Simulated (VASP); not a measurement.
Here is a VASP 6.6.1 calculation.

INCAR

```
SYSTEM = Ta
ALGO = Normal
EDIFF = 1E-6
EDIFFG = -0.005
ENCUT = 600
GGA = PE
IBRION = 2
ISIF = 3
ISMEAR = 0
LASPH = .TRUE.
LCHARG = .FALSE.
LREAL = .FALSE.
LWAVE = .FALSE.
NELM = 60
NSW = 80
PREC = Accurate
SIGMA = 0.1
```

File KPOINTS:

```
k-points
0
G
  12 12 12
  0 0 0
```

Contents of POSCAR:

```
Ta
1.0
   -1.6550000000      1.6550000000      1.6550000000
    1.6550000000     -1.6550000000      1.6550000000
    1.6550000000      1.6550000000     -1.6550000000
Ta
1
Direct
    0.0000000000      0.0000000000      0.0000000000
```

Potentials or basis: VASP PAW PBE potentials, release 64 (Ta_pv).

Command:

```console
$ cat potpaw_PBE.64/Ta_pv/POTCAR > POTCAR
$ mpirun -np 1 vasp_std > vasp.out
```

Estimate the relaxed volume.

18.24 Å³/atom.

What does it give for the space group after relaxing (to 0.05 Å)?

Im-3m (No. 229).

Predict the relaxed cell.

a = 2.872 Å, b = 2.872 Å, c = 2.872 Å, α = 109.47°, β = 109.47°, γ = 109.47°.

Final structure:
```
CELL_PARAMETERS angstrom
-1.65823 1.65823 1.65823
1.65823 -1.65823 1.65823
1.65823 1.65823 -1.65823
ATOMIC_POSITIONS crystal
Ta 0.00000 0.00000 0.00000
```
